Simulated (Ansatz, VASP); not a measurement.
**MoS2 in VASP and in Ansatz**

```
Mo S
1.0
     3.17302    0.00000    0.00000
    -1.58651    2.74792    0.00000
     0.00000    0.00000   12.43590
Mo S
2 4
Direct
  0.33333 0.66667 0.25000
  0.66667 0.33333 0.75000
  0.66667 0.33333 0.37510
  0.66667 0.33333 0.12490
  0.33333 0.66667 0.87510
  0.33333 0.66667 0.62490
```

Alike in both runs: task single point; functional PBE; k mesh 12 × 12 × 2; no spin polarisation.

|  | VASP | Ansatz |
| --- | --- | --- |
| version | VASP 6.6.1 | Ansatz 0.2.0 |
| potentials or method | VASP PAW PBE potentials, release 64 (Mo_sv, S) | plane waves, PAW |
| plane-wave cutoff (eV) | 520 | 420 |
| occupations | gaussian, width 0.01 eV | fixed |
| valence electrons in the cell | 52 | 52 |

```tsv
	VASP	Ansatz	Ansatz less VASP
gap on the k mesh at the Fermi level (eV)	0.95	0.94	-0.014
pressure (GPa)	2.3	2.4	+0.14
traceless stress, the component that is largest in VASP (GPa)	0.89	0.93	+0.038
rms of the force components (eV/Å)	0.046	0.052	+0.0061
```

Atom by atom the forces differ by 0.006 eV/Å (rms over components).
